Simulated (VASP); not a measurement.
# Hf2Si (I4/mcm) in VASP: a series of runs

Hf2Si is run at these levels: PBEsol; tasks: single point.

Everything below comes from runs of VASP 6.6.1. Logs are shortened: lines on timing, memory, paths and dates and some standing lists are left out, and cuts for length are marked.

**1. The cell of the first run**

The structure is tetragonal, space group I4/mcm (No. 140). The conventional cell has a = 6.551 Å, b = 6.551 Å, c = 5.166 Å, α = 90.00°, β = 90.00°, γ = 90.00°. Hf (site symmetry m2m) has 4 Si at 2.79 Å and 11 Hf at 2.90 to 3.50 Å within 3.7 Å. Si (site symmetry 422) has 2 Si at 2.58 Å and 8 Hf at 2.79 Å within 3.4 Å.

**2. Single point, PBEsol**

File INCAR:

```
SYSTEM = Hf2Si
ALGO = Fast
EDIFF = 1E-6
ENCUT = 520
GGA = PS
ISIF = 2
ISMEAR = 0
LASPH = .True.
LCHARG = .False.
LREAL = .False.
LWAVE = .False.
NBANDS = 33
NELM = 60
PREC = Accurate
SIGMA = 0.1
```

File KPOINTS:

```
k-points
0
Gamma
  12 12 12
  0 0 0
```

File POSCAR:

```
Hf2Si
1.0
   -3.2753522240      3.2753522240      2.5828233930
    3.2753522240     -3.2753522240      2.5828233930
    3.2753522240      3.2753522240     -2.5828233930
Hf Si
4 2
Direct
    0.8435136200      0.6564863800      0.5000000000
    0.3435136200      0.8435136200      0.1870272400
    0.1564863800      0.3435136200      0.5000000000
    0.6564863800      0.1564863800      0.8129727600
    0.7500000000      0.7500000000      0.0000000000
    0.2500000000      0.2500000000      0.0000000000
```

Potentials or basis: VASP PAW PBE potentials, release 64 (Hf_pv, Si).

On the command line:

```
> cat potpaw_PBE.64/Hf_pv/POTCAR potpaw_PBE.64/Si/POTCAR > POTCAR
> mpirun -np 1 vasp_std > vasp.out
```

OUTCAR:

```text
SYSTEM = Hf2Si
   EDIFF = 1E-6
   ENCUT = 520
   GGA = PS
   ISIF = 2
   ISMEAR = 0
   LASPH = .True.
   LREAL = .False.
   NELM = 60
   PREC = Accurate

 ion  position               nearest neighbor table
   1  0.844  0.656  0.500-   6 2.79   5 2.79   5 2.79   6 2.79   3 2.90   3 3.11   3 3.11   4 3.30
                             2 3.30   4 3.30   2 3.30   4 3.50   2 3.50   2 3.50   4 3.50
   2  0.344  0.844  0.187-   5 2.79   6 2.79   6 2.79   5 2.79   4 2.90   4 3.11   4 3.11   1 3.30
                             3 3.30   3 3.30   1 3.30   1 3.50   3 3.50   1 3.50   3 3.50
   3  0.156  0.344  0.500-   5 2.79   6 2.79   6 2.79   5 2.79   1 2.90   1 3.11   1 3.11   4 3.30
                             2 3.30   4 3.30   2 3.30   4 3.50   2 3.50   4 3.50   2 3.50
   4  0.656  0.156  0.813-   5 2.79   6 2.79   6 2.79   5 2.79   2 2.90   2 3.11   2 3.11   1 3.30
                             3 3.30   3 3.30   1 3.30   1 3.50   3 3.50   1 3.50   3 3.50
   5  0.750  0.750  0.000-   6 2.58   6 2.58   2 2.79   4 2.79   4 2.79   2 2.79   1 2.79   1 2.79
                             3 2.79   3 2.79
   6  0.250  0.250  0.000-   5 2.58   5 2.58   2 2.79   4 2.79   4 2.79   2 2.79   3 2.79   1 2.79
                             1 2.79   3 2.79

  LATTYP: Found a body centered tetragonal cell.
 ALAT       =     6.5507044480
 C/A-ratio  =     0.7885635548

  Lattice vectors:

 A1 = (  -3.2753522240,   3.2753522240,   2.5828233930)
 A2 = (   3.2753522240,  -3.2753522240,   2.5828233930)
 A3 = (   3.2753522240,   3.2753522240,  -2.5828233930)

Analysis of symmetry for initial positions (statically):
=====================================================================
 Subroutine PRICEL returns:
 Original cell was already a primitive cell.

 Routine SETGRP: Setting up the symmetry group for a
 body centered tetragonal supercell.

 Subroutine GETGRP returns: Found 16 space group operations
 (whereof  8 operations were pure point group operations)
 out of a pool of 16 trial point group operations.

The static configuration has the point symmetry C_4h.
 The point group associated with its full space group is D_4h.

Analysis of symmetry for dynamics (positions and initial velocities):
=====================================================================
 Subroutine PRICEL returns:
 Original cell was already a primitive cell.

 Routine SETGRP: Setting up the symmetry group for a
 body centered tetragonal supercell.

 Subroutine GETGRP returns: Found 16 space group operations
 (whereof  8 operations were pure point group operations)
 out of a pool of 16 trial point group operations.

The dynamic configuration has the point symmetry C_4h.
 The point group associated with its full space group is D_4h.

 Subroutine INISYM returns: Found 16 space group operations
 (whereof  8 operations are pure point group operations),
 and found     1 'primitive' translations

----------------------------------------------------------------------------------------

                                     Primitive cell

  volume of cell :     110.8334

  direct lattice vectors                    reciprocal lattice vectors
    -3.275352224  3.275352224  2.582823393     0.000000000  0.152655338  0.193586600
     3.275352224 -3.275352224  2.582823393     0.152655338  0.000000000  0.193586600
     3.275352224  3.275352224 -2.582823393     0.152655338  0.152655338  0.000000000

  length of vectors
     5.303474433  5.303474433  5.303474433     0.246534833  0.246534833  0.215887249

  position of ions in fractional coordinates (direct lattice)
     0.843513620  0.656486380  0.500000000
     0.343513620  0.843513620  0.187027240
     0.156486380  0.343513620  0.500000000
     0.656486380  0.156486380  0.812972760
     0.750000000  0.750000000  0.000000000
     0.250000000  0.250000000  0.000000000

  ion indices of the primitive-cell ions
   primitive index   ion index
                 1           1
                 2           2
                 3           3
                 4           4
                 5           5
                 6           6

----------------------------------------------------------------------------------------

 KPOINTS: k-points

Automatic generation of k-mesh.
 Grid dimensions read from file:
 generate k-points for:   12   12   12

 Generating k-lattice:

  Cartesian coordinates                     Fractional coordinates (reciprocal lattice)
     0.000000000  0.012721278  0.016132217     0.083333333 -0.000000000  0.000000000
     0.012721278  0.000000000  0.016132217    -0.000000000  0.083333333  0.000000000
     0.012721278  0.012721278  0.000000000     0.000000000  0.000000000  0.083333333

  Length of vectors
     0.020544569  0.020544569  0.017990604

  Shift w.r.t. Gamma in fractional coordinates (k-lattice)
     0.000000000  0.000000000  0.000000000

 Subroutine IBZKPT returns following result:
 ===========================================

 Found    163 irreducible k-points:

 Following reciprocal coordinates:
            Coordinates               Weight
  0.000000  0.000000  0.000000      1.000000
  0.083333  0.000000 -0.000000      8.000000
  0.166667  0.000000 -0.000000      8.000000
  0.250000  0.000000 -0.000000      8.000000
  0.333333  0.000000 -0.000000      8.000000
  0.416667  0.000000 -0.000000      8.000000
[... 16 lines left out ...]
  0.500000  0.166667 -0.000000     16.000000
 -0.416667  0.166667  0.000000     16.000000
 [... further k-points ...]
   k-points           NKPTS =    163   k-points in BZ     NKDIM =    163   number of bands    NBANDS=     33
   number of dos      NEDOS =    301   number of ions     NIONS =      6
   total plane-waves  NPLWV =  64000
   dimension x,y,z NGX =    40 NGY =   40 NGZ =   40
   dimension x,y,z NGXF=    80 NGYF=   80 NGZF=   80
   ions per type =               4   2
   NGX,Y,Z   is equivalent  to a cutoff of  12.54, 12.54, 12.54 a.u.
   NGXF,Y,Z  is equivalent  to a cutoff of  25.08, 25.08, 25.08 a.u.
 SYSTEM =  Hf2Si
   PREC   = accura    normal or accurate (medium, high low for compatibility)
   ISTART =      0    job   : 0-new  1-cont  2-samecut
   ICHARG =      2    charge: 1-file 2-atom 10-const
   ISPIN  =      1    spin polarized calculation?
   LNONCOLLINEAR =      F non collinear calculations
   LSORBIT =      F    spin-orbit coupling
   LASPH  =      T    aspherical Exc in radial PAW
   ENCUT  =  520.0 eV  38.22 Ry    6.18 a.u.   9.86  9.86  9.86*2*pi/ulx,y,z
   NELM   =     60;   NELMIN=  2; NELMDL= -5     # of ELM steps
   EDIFF  = 0.1E-05   stopping-criterion for ELM
   LREAL  =      F    real-space projection
   EDIFFG = 0.1E-04   stopping-criterion for IOM
   NSW    =      0    number of steps for IOM
   IBRION =     -1    ionic relax: 0-MD 1-quasi-New 2-CG
   NFREE  =      0    steps in history (QN), initial steepest desc. (CG)
   ISIF   =      2    stress and relaxation
   ISYM   =      2    0-nonsym 1-usesym 2-fastsym
   POTIM  = 0.5000    time-step for ionic-motion
   TEBEG  =    0.0;   TEEND  =   0.0 temperature during run
   PSTRESS=    0.0 pullay stress
   NELECT =      48.0000    total number of electrons
   NUPDOWN=      -1.0000    fix difference up-down
   EMIN   =  10.00;   EMAX   =-10.00  energy-range for DOS
   EFERMI =   0.00;   METHOD = LEGACY
   ISMEAR =     0;   SIGMA  =   0.10  broadening in eV -4-tet -1-fermi 0-gaus
   EFERMI_NEDOS =   21; number of points for ismear=-14 and -15
   IALGO  =     68    algorithm
   IMIX   =      4    mixing-type and parameters
     AMIX     =   0.40;   BMIX     =  1.00
     AMIX_MAG =   1.60;   BMIX_MAG =  1.00
  volume/ion in A,a.u.               =      18.47       124.66
  Fermi-wavevector in a.u.,A,eV,Ry     =   1.238602  2.340618 20.873162  1.534134
  Thomas-Fermi vector in A             =   2.373120
   LORBIT       =      0    0 simple, 1 ext, 2 COOP (PROOUT), +10 PAW based schemes
   GGA     = PS    functional components
   LHFCALC =     F    Hartree Fock is set to
   AEXX    =    0.0000 exact exchange contribution
   IVDW    =     0    specifies the selected vdW correction
   LEPSILON=     F    determine dielectric tensor
   LRPA    =     F    only Hartree local field effects (RPA)
 non-spin polarized calculation
 RMM-DIIS sequential band-by-band and
 Gauss-broadening in eV      SIGMA  =   0.10
  energy-cutoff  :      520.00
  volume of cell :      110.83
 maximum number of plane-waves:      3018
   NGX = 19   NGY = 19   NGZ = 19

 number of electron      48.0000004 magnetization

 Free energy of the ion-electron system (eV)
  ---------------------------------------------------
  ext. energy  EPLUGINS =         0.00000000
  ---------------------------------------------------
  free energy    TOTEN  =       -58.28578057 eV

  energy without entropy =      -58.27276114  energy(sigma->0) =      -58.27927085

 E-fermi :   5.9766     XC(G=0): -11.6493

 val. band max:        5.9655169232   @ k =   0.3333   0.0000  -0.0000
 cond. band min:       5.9783517941   @ k =  -0.3333   0.5000   0.3333
 fundamental gap:      0.0128348708
 Fermi energy:         5.9765620562

 k-point     1 :       0.0000    0.0000    0.0000
  band No.  band energies     occupation
      1     -24.2911      2.00000
      2     -24.2834      2.00000
      3     -24.1682      2.00000
      4     -24.1682      2.00000
      5     -24.1340      2.00000
      6     -24.1340      2.00000
[... 25 lines left out ...]
     32       9.4268      0.00000
     33      10.2048      0.00000

 k-point     2 :       0.0833    0.0000   -0.0000
  band No.  band energies     occupation
      1     -24.3014      2.00000
      2     -24.2832      2.00000
      3     -24.1885      2.00000
      4     -24.1843      2.00000
      5     -24.1140      2.00000
      6     -24.1077      2.00000
[... 25 lines left out ...]
     32       9.7061      0.00000
     33      10.3269      0.00000

 k-point     3 :       0.1667    0.0000   -0.0000
  band No.  band energies     occupation
      1     -24.3240      2.00000
      2     -24.2919      2.00000
      3     -24.2132      2.00000
      4     -24.1854      2.00000
      5     -24.0829      2.00000
      6     -24.0716      2.00000
[... 25 lines left out ...]
     32      10.1903      0.00000
     33      10.6087      0.00000

 k-point     4 :       0.2500    0.0000   -0.0000
  band No.  band energies     occupation
      1     -24.3456      2.00000
      2     -24.3125      2.00000
      3     -24.2243      2.00000
      4     -24.1613      2.00000
      5     -24.0602      2.00000
      6     -24.0487      2.00000
[... 25 lines left out ...]
     32      10.2043      0.00000
     33      10.5318      0.00000

 k-point     5 :       0.3333    0.0000   -0.0000
  band No.  band energies     occupation
      1     -24.3593      2.00000
      2     -24.3342      2.00000
      3     -24.2163      2.00000
      4     -24.1334      2.00000
      5     -24.0633      2.00000
      6     -24.0375      2.00000
[... 604 lines left out ...]
 k-point    22 :       0.4167    0.1667   -0.0000
  band No.  band energies     occupation
      1     -24.3793      2.00000
      2     -24.3090      2.00000
      3     -24.1740      2.00000
      4     -24.1643      2.00000
      5     -24.0867      2.00000
      6     -24.0418      2.00000
[... 25 lines left out ...]
     32       9.8214      0.00000
     33      10.1540      0.00000

 k-point    23 :       0.5000    0.1667   -0.0000
  band No.  band energies     occupation
      1     -24.3664      2.00000
      2     -24.3051      2.00000
      3     -24.2091      2.00000
      4     -24.1456      2.00000
      5     -24.0729      2.00000
      6     -24.0495      2.00000
[... 25 lines left out ...]
     32      10.0978      0.00000
     33      10.2201      0.00000

 k-point    24 :      -0.4167    0.1667    0.0000
  band No.  band energies     occupation
      1     -24.3497      2.00000
      2     -24.2975      2.00000
      3     -24.2245      2.00000
      4     -24.1396      2.00000
      5     -24.0816      2.00000
      6     -24.0620      2.00000
[... 25 lines left out ...]
     32      10.1040      0.00000
     33      10.3048      0.00000

 [... further k-points ...]

------------------------ aborting loop because EDIFF is reached ----------------------------------------

  FORCE on cell =-STRESS in cart. coord.  units (eV):
  Direction    XX          YY          ZZ          XY          YZ          ZX
  --------------------------------------------------------------------------------------
  -------------------------------------------------------------------------------------
  Total       -1.8322333     -1.8322333     -1.7095601      0.0000000     -0.0000000      0.0000000
  in kB      -26.4862599    -26.4862599    -24.7129304      0.0000000     -0.0000000      0.0000000
  external PRESSURE =     -25.8951501 kB  Pullay stress =       0.0000000 kB

 VOLUME and BASIS-vectors are now :
 -----------------------------------------------------------------------------
  energy-cutoff  :      520.00
  volume of cell :      110.83
      direct lattice vectors                 reciprocal lattice vectors
    -3.275352224  3.275352224  2.582823393     0.000000000  0.152655338  0.193586600
     3.275352224 -3.275352224  2.582823393     0.152655338  0.000000000  0.193586600
     3.275352224  3.275352224 -2.582823393     0.152655338  0.152655338  0.000000000

 POSITION                                       TOTAL-FORCE (eV/Angst)
 -----------------------------------------------------------------------------------
      1.02510      2.25026      2.58282         0.028651     -0.028651      0.000000
      2.25026     -1.02510      2.58282        -0.028651     -0.028651     -0.000000
      2.25026      1.02510      0.00000        -0.028651      0.028651      0.000000
      1.02510      4.30045     -0.00000         0.028651      0.028651      0.000000
      0.00000      0.00000      3.87424         0.000000     -0.000000      0.000000
      0.00000      0.00000      1.29141         0.000000     -0.000000      0.000000
 -----------------------------------------------------------------------------------
    total drift:                               -0.000000      0.000000     -0.000000

  FREE ENERGIE OF THE ION-ELECTRON SYSTEM (eV)
  ---------------------------------------------------
  free  energy   TOTEN  =       -58.2857805657 eV

  energy  without entropy=      -58.2727611372  energy(sigma->0) =      -58.27927085
```

It took 4.9 min on 1 thread of Intel Xeon 6975P-C (Granite Rapids), shared host; peak memory 0.58 GiB.

What came out:

```yaml
Free_energy: -58.2858 eV
Pressure: -2.6 GPa
Largest_force: 0.041 eV/Å
Band_gap_on_the_k_mesh: zero (bands 24 and 25 overlap by 0.84 eV)
```

Forces on the atoms (eV/Å):
```
Hf   0.029 -0.029  0.000
Hf  -0.029 -0.029  0.000
Hf  -0.029  0.029  0.000
Hf   0.029  0.029  0.000
Si   0.000  0.000  0.000
Si   0.000  0.000  0.000
```

Levels at points of the mesh, in eV from the Fermi level:
```
           k point  band 20  band 21  band 22  band 23  band 24  band 25  band 26  band 27  band 28  band 29
(0.00, 0.00, 0.00)    -1.38    -1.27    -1.27    -0.99    -0.91     2.01     2.06     2.08     2.53     2.53
(0.50, 0.00, 0.00)    -1.09    -0.73    -0.73    -0.52    -0.52     0.19     0.19     1.97     1.97     3.22
(0.50, 0.50, 0.00)    -2.14    -1.44    -1.08    -0.65    -0.44     1.30     1.34     1.66     2.13     2.92
(0.50, 0.50, 0.50)    -2.01    -0.89    -0.45     0.01     0.32     0.36     0.36     1.33     1.42     1.72
```

Caveat: the PAW data sets were made with another functional, which shifts forces and pressure a little; spin-orbit coupling is left out, which moves the levels of the heavy elements.

**3. Single point, PBEsol**

File INCAR:

```
ALGO = Fast ; EDIFF = 1E-7
ENCUT = 520 ; GGA = PS
ISIF = 2 ; ISMEAR = 0
LASPH = T ; LCHARG = F
LREAL = F ; LWAVE = F
NBANDS = 33 ; NELM = 100
PREC = Accurate ; SIGMA = 0.1
```

File KPOINTS:

```
k-points
0
Gamma
  14 14 14
```

POSCAR is that of step 2.

Potentials or basis: VASP PAW PBE potentials, release 64 (Hf_pv, Si).

On the command line:

```
> cat potpaw_PBE.64/Hf_pv/POTCAR potpaw_PBE.64/Si/POTCAR > POTCAR
> mpirun -np 1 vasp_std > vasp.out
```

It took 9.6 min on 1 thread of Intel Xeon 6975P-C (Granite Rapids), shared host; peak memory 0.75 GiB.

Results (log left out):

```yaml
Free_energy: -58.2858 eV
Pressure: -2.6 GPa
Largest_force: 0.044 eV/Å
Band_gap_on_the_k_mesh: zero (bands 24 and 25 overlap by 0.79 eV)
```

Forces on the atoms (eV/Å):
```
Hf   0.031 -0.031  0.000
Hf  -0.031 -0.031  0.000
Hf  -0.031  0.031  0.000
Hf   0.031  0.031  0.000
Si   0.000  0.000  0.000
Si   0.000  0.000  0.000
```

Stress tensor (GPa, compression positive):
```
-2.69  0.00  0.00
 0.00 -2.69  0.00
 0.00  0.00 -2.38
```

Levels at points of the mesh, in eV from the Fermi level:
| k point | band 22 | band 23 | band 24 | band 25 | band 26 | band 27 |
| --- | --- | --- | --- | --- | --- | --- |
| (0.00, 0.00, 0.00) | -1.27 | -0.99 | -0.91 | 2.02 | 2.06 | 2.08 |
| (0.50, 0.00, 0.00) | -0.73 | -0.52 | -0.52 | 0.20 | 0.20 | 1.97 |
| (0.50, 0.50, 0.00) | -1.08 | -0.65 | -0.44 | 1.30 | 1.34 | 1.66 |
| (0.50, 0.50, 0.50) | -0.45 | 0.01 | 0.32 | 0.37 | 0.37 | 1.33 |

Caveat: the PAW data sets were made with another functional, which shifts forces and pressure a little; spin-orbit coupling is left out, which moves the levels of the heavy elements.
